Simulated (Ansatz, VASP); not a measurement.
**HCl: VASP beside Ansatz**

```
H Cl
1.0
     0.00000    2.73750    2.73750
     2.73750    0.00000    2.73750
     2.73750    2.73750    0.00000
H Cl
1 1
Cartesian
  0.0000 0.0000 0.0000
  2.7375 2.7375 2.7375
```

Alike in both runs: task single point; functional LDA; k mesh 6 × 6 × 6; occupations gaussian, width 0.1 eV; no spin polarisation.

```csv
,VASP,Ansatz
version,VASP 6.6.1,Ansatz 0.2.0
potentials or method,"VASP PAW LDA potentials, release 64 (H, Cl), cutoff 500 eV","scalar-relativistic, plane waves, PAW"
valence electrons in the cell,8,8
```

VASP gave:

| Item | Value |
| --- | --- |
| gap on the k mesh at the Fermi level (eV) | none |
| pressure (GPa) | -11.4 |

Q: Estimate Ansatz's values.

A: gap on the k mesh at the Fermi level (eV): none; pressure (GPa): -11.3.

LDA's correlation is that of Perdew and Zunger in VASP and of Perdew and Wang (1992) in Ansatz. A gap of «none» marks a metal or a gap that the smearing closes.
